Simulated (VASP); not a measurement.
Set up this calculation in VASP 6.6.1, as the native input.

* Task: relaxation of cell and atoms
* Functional: PBE
* Potentials or basis: VASP PAW PBE potentials, release 64 (B)
* Cutoff: 600 eV
* k mesh: 6 × 8 × 4
* Occupations: gaussian, width 0.1 eV
* Spin: no spin polarisation
* Dipole correction: no
* Further INCAR settings: ALGO = Normal; EDIFF = 1e-06; IBRION = 2; EDIFFG = -0.04; NSW = 90; ISIF = 3

The structure of B lies in POSCAR:

```
B
1.0
    3.1350812686      0.0000000000      0.0000000000
    1.1649106404      2.4027531107      0.0000000000
   -2.3083163764     -1.0309341201      4.1134314815
B
4
Direct
    0.1402995724      0.1554001772      0.3200809411
    0.3325684067      0.2856118600      0.6144642765
    0.5294672505      0.4080512196      0.5200157788
    0.7625197120      0.2019096078      0.3091112900
```

One way to write it, as run:

INCAR

```
PREC     = Accurate       # precision mode
ENCUT    = 600            # plane-wave cutoff, eV
EDIFF    = 1E-6           # SCF threshold, eV
ISMEAR   = 0              # smearing method
SIGMA    = 0.1            # smearing width, eV
LREAL    = False          # projectors in reciprocal space
LASPH    = True           # aspherical terms in the spheres
NELM     = 80             # most SCF steps
ALGO     = Normal         # electronic algorithm
ISIF     = 3              # what is computed and relaxed
LWAVE    = False          # write WAVECAR
LCHARG   = False          # write CHGCAR
GGA      = PE             # functional
IBRION   = 2              # ionic algorithm
NSW      = 90             # ionic steps
EDIFFG   = -0.04          # ionic threshold
```

KPOINTS

```
regular mesh
0
Gamma
  6 8 4
```

Potentials or basis: VASP PAW PBE potentials, release 64 (B).

Command:

```console
$ cat potpaw_PBE.64/B/POTCAR > POTCAR
$ mpirun -np 1 vasp_std > vasp.out
```

Results of the run:

The relaxed volume is 7.77 Å³/atom and the relaxed cell is a = 4.105 Å, b = 2.922 Å, c = 5.504 Å, α = 121.75°, β = 138.56°, γ = 45.38°. The space group after relaxing (to 0.05 Å) is Cccm (No. 66), the energy gained by relaxing is 4986.0 meV/atom and the ionic steps are 45. The pressure after relaxing is 0.0 GPa, the largest force after relaxing is 0.025 eV/Å and the band gap on the k mesh is zero (band 6 reaches 9.45 eV, above the bottom of band 7 at 2.64 eV).

Caveat: the k points lie up to 0.46 Å⁻¹ apart in the final cell.

Wall time 7 min on 1 thread of Intel(R) Xeon(R) 6975P-C (Granite Rapids), with other jobs on the host, peak memory 0.19 GiB.
